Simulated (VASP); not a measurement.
Wanted: the native input for a VASP 6.6.1 run.

- Task: single point
- Functional: PBEsol
- Potentials or basis: VASP PAW PBE potentials, release 64 (Na_pv)
- Cutoff: 520 eV
- k mesh: 8 × 8 × 8
- Occupations: fermi-dirac, width 0.1 eV
- Spin: no spin polarisation
- Dipole correction: no
- Further INCAR settings: ALGO = Normal; EDIFF = 1e-07; NBANDS = 14

The structure of Na lies in POSCAR:

```
Na
1.0
    0.0000000000      3.5858799557      3.5858799557
    3.5858799557      0.0000000000      3.5858799557
    3.5858799557      3.5858799557      0.0000000000
Na
2
Direct
    0.1250000000      0.1250000000      0.1250000000
    0.8750000000      0.8750000000      0.8750000000
```

This cell differs from its parent crystal: volume scaled by 0.88.

One way to write it, as run:

INCAR

```
SYSTEM = Na
PREC = Accurate
ENCUT = 520
EDIFF = 1E-7
ISMEAR = -1
SIGMA = 0.1
LREAL = .False.
LASPH = .True.
NELM = 80
ALGO = Normal
ISIF = 2
LWAVE = .False.
LCHARG = .False.
GGA = PS
NBANDS = 14
```

KPOINTS

```
Automatic mesh
0
Gamma
  8 8 8
  0 0 0
```

Potentials or basis: VASP PAW PBE potentials, release 64 (Na_pv).

Command:

```bash
$ cat potpaw_PBE.64/Na_pv/POTCAR > POTCAR
$ mpirun -np 1 vasp_std > vasp.out
```

Results of the run:

```
Pressure               : 0.5 GPa
Band gap on the k mesh : zero (band 7 reaches 0.33 eV, above the bottom of band 8 at -0.70 eV)
```

Caveat: the PAW data sets were made with another functional, which shifts forces and pressure a little.

Wall time 44 s on 1 thread of Intel(R) Xeon(R) Platinum 8488C (Sapphire Rapids), with other jobs on the host, peak memory 0.22 GiB.
